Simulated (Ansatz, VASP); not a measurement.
**In in VASP and in Ansatz**

```
In
1.0
    -1.85618    1.85618    1.85618
     1.85618   -1.85618    1.85618
     1.85618    1.85618   -1.85618
In
1
Direct
  0.00000 0.00000 0.00000
```

Alike in both runs: task relaxation of cell and atoms; functional PBEsol; k mesh 16 × 16 × 16; occupations fermi-dirac, width 0.1 eV; no spin polarisation.

|  | VASP | Ansatz |
| --- | --- | --- |
| version | VASP 6.6.1 | Ansatz 0.2.0 |
| potentials or method | VASP PAW PBE potentials, release 64 (In_d) | PAW with Ansatz's default frozen-core files, scalar-relativistic |
| plane-wave cutoff (eV) | 600 | 420 |
| valence electrons in the cell | 13 | 13 |

Ansatz gave:

- relaxed volume (Å³/atom): 25.84
- relaxed cell length with the largest relative difference (Å): 3.226

What did VASP give for the same quantities?

Relaxed volume (Å³/atom): 25.88; relaxed cell length with the largest relative difference (Å): 3.228.

VASP's potentials were made for PBE, not for PBEsol.
